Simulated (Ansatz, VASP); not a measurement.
## Two plane-wave programs on Ti

```
Ti
1.0
     0.00000    1.86760    2.19240
     1.86760    0.00000    2.19240
     1.86760    1.86760    0.00000
Ti
1
Cartesian
  0.0000 0.0000 0.0000
```

Change from the starting cell: strain -0.080 along x and y, +0.080 along z, atoms carried along.

Alike in both runs: task single point; functional r2SCAN; k mesh 20 × 20 × 20; occupations gaussian, width 0.15 eV; no spin polarisation.

```csv
,VASP,Ansatz
version,VASP 6.6.1,Ansatz 0.2.0
potentials or method,"VASP PAW PBE potentials, release 64 (Ti_sv), cutoff 520 eV","scalar-relativistic, plane waves, PAW"
valence electrons in the cell,12,12
```

```csv
,VASP,Ansatz,Ansatz less VASP
gap on the k mesh at the Fermi level (eV),none,none,-
pressure (GPa),16.9,16.3,-0.59
"traceless stress, the component that is largest in VASP (GPa)",-2.66,-2.55,+0.114
```

VASP's potentials were made for PBE, not for r2SCAN. A gap of «none» marks a metal or a gap that the smearing closes. The functional is the same, so the differences come from potentials, cutoffs and numerics.
